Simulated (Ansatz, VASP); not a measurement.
IrS in VASP and in Ansatz

```
Ir S
1.0
     0.00000    2.63585    2.63585
     2.63585    0.00000    2.63585
     2.63585    2.63585    0.00000
Ir S
1 1
Direct
  0.00000 0.00000 0.00000
  0.25000 0.25000 0.25000
```

Alike in both runs: functional PBE; k mesh 18 × 18 × 18; occupations gaussian, width 0.1 eV; no spin polarisation.

Ansatz relaxed the structure, and its values are those at the end. VASP's run is a single point on that final structure, the one shown.

|  | VASP | Ansatz |
| --- | --- | --- |
| version | VASP 6.6.1 | Ansatz 0.2.0 |
| potentials or method | VASP PAW PBE potentials, release 64 (Ir, S), cutoff 500 eV | scalar-relativistic, plane waves, PAW |
| valence electrons in the cell | 15 | 23 |

Ansatz gave:

* gap on the k mesh at the Fermi level (eV): none
* pressure (GPa): 0.0

Estimate VASP's values.

gap on the k mesh at the Fermi level (eV): none; pressure (GPa): 0.5.

A gap of «none» marks a metal or a gap that the smearing closes. VASP's potentials hold 15 valence electrons a cell and Ansatz's 23, so a difference there can come from the potentials and not from the codes.

Neither program's run includes spin-orbit coupling.
